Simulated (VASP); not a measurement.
Here is a VASP 6.6.1 calculation.

Contents of INCAR:

```
ALGO = Normal
EDIFF = 1E-6
ENCUT = 520
GGA = PE
ISIF = 2
ISMEAR = 0
LASPH = T
LCHARG = F
LREAL = F
LWAVE = F
NBANDS = 31
NELM = 60
PREC = Accurate
SIGMA = 0.05
```

The input KPOINTS:

```
k-points
0
Gamma
  6 6 4
```

POSCAR

```
HfO2
1.0
    3.6043048131      0.0000000000      0.0000000000
    0.0000000000      3.6043048131      0.0000000000
    0.0000000000      0.0000000000      5.2639671549
Hf O
2 4
Direct
    0.5000000000      0.4375746471      0.5427434278
    0.0000000000      0.0000000000      0.0000000000
    0.0000000000      0.5000000000      0.6932521152
    0.5000000000      0.0000000000      0.8067478848
    0.5000000000      0.0000000000      0.3067478848
    0.0000000000      0.5000000000      0.1932521152
```

Potentials or basis: VASP PAW PBE potentials, release 64 (Hf_pv, O).

Launch:

```bash
$ cat potpaw_PBE.64/Hf_pv/POTCAR potpaw_PBE.64/O/POTCAR > POTCAR
$ mpirun -np 1 vasp_std > vasp.out
```

Question: What does it give for the largest force?

Answer: 4.556 eV/Å.

Question: Estimate the pressure.

Answer: 2.2 GPa.

Stress tensor (GPa, compression positive):
```
11.75  0.00  0.00
 0.00 -5.38  1.41
 0.00  1.41  0.27
```

Caveat: the cell differs from its parent crystal (atom 1 (Hf) moved by (-0.225, +0.225) A along y and z); forces of over 1 eV/Å act on the atoms, so gaps and moduli don't describe the material at rest.
